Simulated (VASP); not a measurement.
Set up this calculation in VASP 6.6.1, as the native input.

| Item | Value |
| --- | --- |
| Task | single point |
| Functional | r2SCAN |
| Potentials or basis | VASP PAW PBE potentials, release 64 (Sb) |
| Cutoff | 520 eV |
| k mesh | 14 × 14 × 14 |
| Occupations | gaussian, width 0.1 eV |
| Spin | no spin polarisation |
| Dipole correction | no |
| Further INCAR settings | ALGO = Normal; EDIFF = 1e-06; NBANDS = 8 |

Crystal: Sb.

```
Sb
1.0
     3.06390    0.00000    0.00000
     0.00000    3.06390    0.00000
     0.00000    0.00000    3.06390
Sb
1
Direct
  0.00000 0.00000 0.00000
```

One way to write it, as run:

POSCAR

```
Sb
1.0
    3.0639044000      0.0000000000      0.0000000000
    0.0000000000      3.0639044000      0.0000000000
    0.0000000000      0.0000000000      3.0639044000
Sb
1
Direct
    0.0000000000      0.0000000000      0.0000000000
```

INCAR.step1

```
SYSTEM = Sb
PREC = Accurate
ENCUT = 520
ISMEAR = 0
SIGMA = 0.1
LREAL = .FALSE.
LASPH = .TRUE.
NELM = 80
NBANDS = 8
GGA = PE
ALGO = Normal
EDIFF = 1E-4
LWAVE = .TRUE.
LCHARG = .FALSE.
```

INCAR.step2

```
SYSTEM = Sb
PREC = Accurate
ENCUT = 520
EDIFF = 1E-6
ISMEAR = 0
SIGMA = 0.1
LREAL = .FALSE.
LASPH = .TRUE.
NELM = 80
ALGO = Normal
ISIF = 2
LWAVE = .FALSE.
LCHARG = .FALSE.
METAGGA = R2SCAN
LMIXTAU = .TRUE.
NBANDS = 8
ISTART = 1
```

KPOINTS

```
Automatic mesh
0
G
  14 14 14
  0 0 0
```

Potentials or basis: VASP PAW PBE potentials, release 64 (Sb).

The run is started by

```bash
$ cat potpaw_PBE.64/Sb/POTCAR > POTCAR
$ cp INCAR.step1 INCAR
$ mpirun -np 1 vasp_std > vasp.out
$ cp INCAR.step2 INCAR
$ mpirun -np 1 vasp_std > vasp.out
```

Results of the run:

```yaml
Pressure: 1.4 GPa
```

Caveat: the PAW data sets were made with another functional, which shifts forces and pressure a little.

Run time: 19 s on 1 thread of Intel(R) Xeon(R) 6975P-C (Granite Rapids) (shared host), peak memory 0.16 GiB.
